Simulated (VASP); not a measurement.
# Ag (Im-3m) in VASP: further runs, part 2 of 2

VASP 6.6.1.

**4. Single point, PBE, non-collinear spin, zero start, spin-orbit coupling**

This run uses another cell than the first one, of 18.02 Å³/atom, 1.057 times its volume.

INCAR reads:

```
SYSTEM = Ag
PREC = Accurate ; ENCUT = 500
EDIFF = 1E-6 ; ISMEAR = -1
SIGMA = 0.1 ; LREAL = .FALSE.
LASPH = .TRUE. ; NELM = 200
ALGO = Normal ; ISIF = 2
LWAVE = .FALSE. ; LCHARG = .TRUE.
MAGMOM = 0 0 0 ; LORBIT = 11
LSORBIT = .TRUE. ; GGA_COMPAT = .FALSE.
LORBMOM = .TRUE. ; LMAXMIX = 4
GGA = PE ; LVHAR = .TRUE.
NBANDS = 22
```

KPOINTS reads:

```
Automatic mesh
0
G
  13 13 13
  0 0 0
```

POSCAR reads:

```
Ag
1.0
   -1.6516693065      1.6516693065      1.6516693065
    1.6516693065     -1.6516693065      1.6516693065
    1.6516693065      1.6516693065     -1.6516693065
Ag
1
Direct
    0.0000000000      0.0000000000      0.0000000000
```

Potentials or basis: VASP PAW PBE potentials, release 64 (Ag).

Run with:

```console
$ cat potpaw_PBE.64/Ag/POTCAR > POTCAR
$ mpirun -np 1 vasp_ncl > vasp.out
```

OUTCAR:

```text
SYSTEM = Ag
   PREC = Accurate
   ENCUT = 500
   EDIFF = 1E-6
   ISMEAR = -1
   LREAL = .FALSE.
   LASPH = .TRUE.
   NELM = 200
   ISIF = 2
   LORBIT = 11
   LSORBIT = .TRUE.
   GGA = PE

 ion  position               nearest neighbor table
   1  0.000  0.000  0.000-

  LATTYP: Found a body centered cubic cell.
 ALAT       =     3.3033386130

  Lattice vectors:

 A1 = (  -1.6516693065,   1.6516693065,   1.6516693065)
 A2 = (   1.6516693065,  -1.6516693065,   1.6516693065)
 A3 = (   1.6516693065,   1.6516693065,  -1.6516693065)

Analysis of symmetry for initial positions (statically):
=====================================================================
 Subroutine PRICEL returns:
 Original cell was already a primitive cell.

 Routine SETGRP: Setting up the symmetry group for a
 body centered cubic supercell.

 Subroutine GETGRP returns: Found 48 space group operations
 (whereof 48 operations were pure point group operations)
 out of a pool of 48 trial point group operations.

The static configuration has the point symmetry O_h .

Analysis of symmetry for dynamics (positions and initial velocities):
=====================================================================
 Subroutine PRICEL returns:
 Original cell was already a primitive cell.

 Routine SETGRP: Setting up the symmetry group for a
 body centered cubic supercell.

 Subroutine GETGRP returns: Found 48 space group operations
 (whereof 48 operations were pure point group operations)
 out of a pool of 48 trial point group operations.

The dynamic configuration has the point symmetry O_h .

Analysis of structural, dynamic, and magnetic symmetry:
=====================================================================
 Subroutine PRICEL returns:
 Original cell was already a primitive cell.

 Routine SETGRP: Setting up the symmetry group for a
 body centered cubic supercell.

 Subroutine GETGRP returns: Found 48 space group operations
 (whereof 48 operations were pure point group operations)
 out of a pool of 48 trial point group operations.

The overall configuration has the point symmetry O_h .

 Subroutine INISYM returns: Found 48 space group operations
 (whereof 48 operations are pure point group operations),
 and found     1 'primitive' translations

----------------------------------------------------------------------------------------

                                     Primitive cell

  volume of cell :      18.0231

  direct lattice vectors                    reciprocal lattice vectors
    -1.651669307  1.651669307  1.651669307     0.000000000  0.302724037  0.302724037
     1.651669307 -1.651669307  1.651669307     0.302724037  0.000000000  0.302724037
     1.651669307  1.651669307 -1.651669307     0.302724037  0.302724037  0.000000000

  length of vectors
     2.860775156  2.860775156  2.860775156     0.428116439  0.428116439  0.428116439

  position of ions in fractional coordinates (direct lattice)
     0.000000000  0.000000000  0.000000000

  ion indices of the primitive-cell ions
   primitive index   ion index
                 1           1

----------------------------------------------------------------------------------------

 KPOINTS: Automatic mesh

[... 95 lines left out ...]
   IVDW    =     0    specifies the selected vdW correction
   LEPSILON=     F    determine dielectric tensor
   LRPA    =     F    only Hartree local field effects (RPA)
  energy-cutoff  :      500.00
  volume of cell :       18.02
 maximum number of plane-waves:       944
 NGX is ok and might be reduce to    24
   NGX = 11   NGY = 11   NGZ = 11

 number of electron      11.0000000 magnetization       0.0000000      0.0000000      0.0000000

 number of electron      11.0000003 magnetization      -0.0000000      0.0000000     -0.0000000

 number of electron      11.0000003 magnetization       0.0000000     -0.0000000      0.0000000

 Free energy of the ion-electron system (eV)
  ---------------------------------------------------
  ext. energy  EPLUGINS =         0.00000000
  ---------------------------------------------------
  free energy    TOTEN  =        -2.72242753 eV

  energy without entropy =       -2.71319174  energy(sigma->0) =       -2.71780964

 E-fermi :   7.7192     XC(G=0): -11.8825

 val. band max:        7.6750910883   @ k =  -0.3846   0.4615   0.0769
 cond. band min:       7.8376241438   @ k =  -0.4615   0.4615   0.0769
 fundamental gap:      0.1625330555
 Fermi energy:         7.7192268555

 k-point     1 :       0.0000    0.0000    0.0000
  band No.  band energies     occupation
      1       0.3209      1.00000
      2       0.3209      1.00000
      3       2.7893      1.00000
      4       2.7893      1.00000
      5       2.7893      1.00000
      6       2.7893      1.00000
[... 589 lines left out ...]
     21      30.6647      0.00000
     22      30.6647      0.00000

 [... further k-points ...]

------------------------ aborting loop because EDIFF is reached ----------------------------------------

  FORCE on cell =-STRESS in cart. coord.  units (eV):
  Direction    XX          YY          ZZ          XY          YZ          ZX
  --------------------------------------------------------------------------------------
  -------------------------------------------------------------------------------------
  Total       -0.0501109     -0.0501109     -0.0501109      0.0000000      0.0000000      0.0000000
  in kB       -4.4546449     -4.4546449     -4.4546449      0.0000000      0.0000000      0.0000000
  external PRESSURE =      -4.4546449 kB  Pullay stress =       0.0000000 kB

 VOLUME and BASIS-vectors are now :
 -----------------------------------------------------------------------------
  energy-cutoff  :      500.00
  volume of cell :       18.02
      direct lattice vectors                 reciprocal lattice vectors
    -1.651669307  1.651669307  1.651669307     0.000000000  0.302724037  0.302724037
     1.651669307 -1.651669307  1.651669307     0.302724037  0.000000000  0.302724037
     1.651669307  1.651669307 -1.651669307     0.302724037  0.302724037  0.000000000

 POSITION                                       TOTAL-FORCE (eV/Angst)
 -----------------------------------------------------------------------------------
      0.00000      0.00000      0.00000        -0.000000      0.000000     -0.000000
 -----------------------------------------------------------------------------------
    total drift:                               -0.000000      0.000000      0.000000

  FREE ENERGIE OF THE ION-ELECTRON SYSTEM (eV)
  ---------------------------------------------------
  free  energy   TOTEN  =        -2.7224275308 eV

  energy  without entropy=       -2.7131917412  energy(sigma->0) =       -2.71780964

 orbital moment (x)

 # of ion     p       d       tot
 ----------------------------------------
  1         0.000   0.000   0.000
 ----------------------------------------
            0.000   0.000   0.000

 orbital moment (y)

 # of ion     p       d       tot
 ----------------------------------------
  1        -0.000  -0.000  -0.000
 ----------------------------------------
           -0.000  -0.000  -0.000

 orbital moment (z)

 # of ion     p       d       tot
 ----------------------------------------
  1         0.000   0.000   0.000
 ----------------------------------------
            0.000   0.000   0.000

 Spin-Orbit-Coupling matrix elements

 Ion:    1  E_soc:     -0.0527560
 l=   1
     0.0000000    -0.0018127    -0.0018127
    -0.0018127     0.0000000    -0.0018127
    -0.0018127    -0.0018127     0.0000000
 l=   2
     0.0000000    -0.0014489     0.0000000    -0.0014489    -0.0055311
    -0.0014489     0.0000000    -0.0041483    -0.0014489    -0.0013828
     0.0000000    -0.0041483     0.0000000    -0.0041483     0.0000000
    -0.0014489    -0.0014489    -0.0041483     0.0000000    -0.0013828
    -0.0055311    -0.0013828     0.0000000    -0.0013828     0.0000000
 l=   3
     0.0000000     0.0000000     0.0000000     0.0000000     0.0000000     0.0000000     0.0000000
     0.0000000     0.0000000     0.0000000     0.0000000     0.0000000     0.0000000     0.0000000
     0.0000000     0.0000000     0.0000000     0.0000000     0.0000000     0.0000000     0.0000000
     0.0000000     0.0000000     0.0000000     0.0000000     0.0000000     0.0000000     0.0000000
     0.0000000     0.0000000     0.0000000     0.0000000     0.0000000     0.0000000     0.0000000
     0.0000000     0.0000000     0.0000000     0.0000000     0.0000000     0.0000000     0.0000000
     0.0000000     0.0000000     0.0000000     0.0000000     0.0000000     0.0000000     0.0000000

 total charge

# of ion       s       p       d       tot
------------------------------------------
    1        0.406   0.267   9.159   9.831

 magnetization (x)

# of ion       s       p       d       tot
------------------------------------------
    1        0.000   0.000  -0.000   0.000

 magnetization (y)

# of ion       s       p       d       tot
------------------------------------------
    1       -0.000  -0.000  -0.000  -0.000

 magnetization (z)

# of ion       s       p       d       tot
------------------------------------------
    1       -0.000   0.000   0.000   0.000
```

OSZICAR:

```text
N       E                     dE             d eps       ncg     rms          rms(c)
DAV:   1     0.662136619283E+02    0.66214E+02   -0.53515E+03  3712   0.941E+02
DAV:   2    -0.139753024334E+01   -0.67611E+02   -0.62637E+02  4224   0.237E+02
DAV:   3    -0.295503172218E+01   -0.15575E+01   -0.15524E+01  4290   0.386E+01
DAV:   4    -0.296088663270E+01   -0.58549E-02   -0.58545E-02  4200   0.242E+00
DAV:   5    -0.296094768861E+01   -0.61056E-04   -0.61056E-04  4202   0.248E-01    0.462E+00
DAV:   6    -0.273103247608E+01    0.22992E+00   -0.46617E-01  4104   0.939E+00    0.307E+00
DAV:   7    -0.272487507961E+01    0.61574E-02   -0.63921E-03  4126   0.945E-01    0.178E+00
DAV:   8    -0.272240794749E+01    0.24671E-02   -0.56452E-04  4104   0.232E-01    0.331E-01
DAV:   9    -0.272241832498E+01   -0.10377E-04   -0.80155E-06  4186   0.228E-02    0.427E-02
DAV:  10    -0.272242521244E+01   -0.68875E-05   -0.21439E-06  4122   0.169E-02    0.259E-02
DAV:  11    -0.272242760127E+01   -0.23888E-05   -0.13562E-06  3836   0.125E-02    0.856E-04
DAV:  12    -0.272242753083E+01    0.70444E-07   -0.11322E-08  2160   0.103E-03
   1 F= -.27224275E+01 E0= -.27178096E+01  d E =-.923579E-02  mag=     0.0000    -0.0000     0.0000
```

stdout:

```text
POSCAR found type information on POSCAR Ag
 POSCAR found :  1 types and       1 ions
 scaLAPACK will be used
 LDA part: xc-table for (Slater+PW92), standard interpolation
 POSCAR, INCAR and KPOINTS ok, starting setup
 FFT: planning ... GRIDC
 FFT: planning ... GRID_SOFT
 FFT: planning ... GRID
 WAVECAR not read
 entering main loop
```

Run time: 1.7 min. Hardware: 1 thread of Intel Xeon 8259CL, shared host; peak memory 0.22 GiB.

Results:

```yaml
Free_energy: -2.7224 eV
Pressure: -0.4 GPa
Net_moment: 0.00 μB per cell
Valence_electrons_inside_the_program's_atomic_spheres: Ag 9.83
```

Moments on the atoms (μB; x, y, z):
```
Ag  0.00 0.00 0.00
```

**5. The runs side by side**

| task | spin | cell | k mesh | gap on the mesh (eV) | pressure (GPa) |
| --- | --- | --- | --- | --- | --- |
| relaxation of cell and atoms | off | relaxed from a = 2.809 Å, angles 109.5°, 1 atom | 14 × 14 × 14 | none | 0.0 |
| single point | off | a = 2.861 Å, angles 109.5°, 1 atom | 22 × 22 × 22 | none | -0.2 |
| single point | non-collinear, zero start, SOC | a = 2.861 Å, angles 109.5°, 1 atom | 13 × 13 × 13 | - | -0.4 |

Alike in all rows: level PBE; potentials or basis VASP PAW PBE potentials, release 64 (Ag); cutoff (eV) 500; smearing fermi-dirac 0.1 eV.

Absolute energies hang on the potentials; compare differences alone.
